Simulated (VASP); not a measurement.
A run of VASP 6.6.1:

INCAR

```
  PREC = Accurate
  ENCUT = 600
  EDIFF = 1E-6
  ISMEAR = 0
  SIGMA = 0.1
  LREAL = False
  LASPH = True
  NELM = 80
  ALGO = Normal
  ISIF = 3
  LWAVE = False
  LCHARG = False
  GGA = PE
  IBRION = 2
  NSW = 90
  EDIFFG = -0.04
```

File KPOINTS:

```
Automatic mesh
0
Gamma
  4 4 4
```

The input POSCAR:

```
BeS4
1.0
   -2.9612045700      2.9612045700      2.9612045700
    2.9612045700     -2.9612045700      2.9612045700
    2.9612045700      2.9612045700     -2.9612045700
Be S
1 4
Direct
    0.0000000000      0.0000000000      0.0000000000
    0.0000000000      0.0000000000      0.5000000000
    0.0000000000      0.5000000000      0.0000000000
    0.5000000000      0.0000000000      0.0000000000
    0.5000000000      0.5000000000      0.5000000000
```

Potentials or basis: VASP PAW PBE potentials, release 64 (Be, S).

Launch:

```bash
$ cat potpaw_PBE.64/Be/POTCAR potpaw_PBE.64/S/POTCAR > POTCAR
$ mpirun -np 1 vasp_std > vasp.out
```

Hardware: 1 thread of Intel Xeon 8259CL (shared host).

Question: How long does it take, and how much memory?

Answer: It took 85 s on 1 thread of Intel Xeon 8259CL, on a shared host, peak memory 0.26 GiB. Counts: scf iterations 28, k points 8, ion steps 3.
